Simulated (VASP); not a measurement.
Set up this calculation in VASP 6.6.1, as the native input.

```
Task                   : single point
Functional             : PBEsol
Potentials or basis    : VASP PAW PBE potentials, release 64 (Hf_pv, O)
Cutoff                 : 520 eV
k mesh                 : 8 × 8 × 8
Occupations            : gaussian, width 0.05 eV
Spin                   : no spin polarisation
Dipole correction      : no
Further INCAR settings : ALGO = Normal; EDIFF = 1e-06; NBANDS = 18
```

The structure of HfO2 lies in POSCAR:

```
HfO2
1.0
    0.0000000000      2.6214375000      2.4296250000
    2.6214375000      0.0000000000      2.4296250000
    2.6214375000      2.6214375000      0.0000000000
Hf O
1 2
Direct
    0.0000000000      0.0000000000      0.0000000000
    0.2500000000      0.2500000000      0.2500000000
    0.7500000000      0.7500000000      0.7500000000
```

This cell differs from its parent crystal: strain +0.025 along x and y, -0.050 along z.

The input as run:

INCAR

```
ALGO = Normal ; EDIFF = 1E-6
ENCUT = 520 ; GGA = PS
ISIF = 2 ; ISMEAR = 0
LASPH = T ; LCHARG = F
LREAL = F ; LWAVE = F
NBANDS = 18 ; NELM = 80
PREC = Accurate ; SIGMA = 0.05
```

KPOINTS

```
k-points
0
Gamma
  8 8 8
```

Potentials or basis: VASP PAW PBE potentials, release 64 (Hf_pv, O).

Command:

```bash
$ cat potpaw_PBE.64/Hf_pv/POTCAR potpaw_PBE.64/O/POTCAR > POTCAR
$ mpirun -np 1 vasp_std > vasp.out
```

Results of the run:

* Pressure: -12.8 GPa
* Band gap on the k mesh: 2.70 eV, indirect (least direct gap 2.93 eV)

Caveat: the cell differs from its parent crystal (strain +0.025 along x and y, -0.050 along z); the PAW data sets were made with another functional, which shifts forces and pressure a little; spin-orbit coupling is left out, which moves the levels of the heavy elements.

It took 36 s on 1 thread of Intel(R) Xeon(R) Platinum 8375C CPU @ 2.90GHz (Ice Lake) (shared host), peak memory 0.18 GiB.
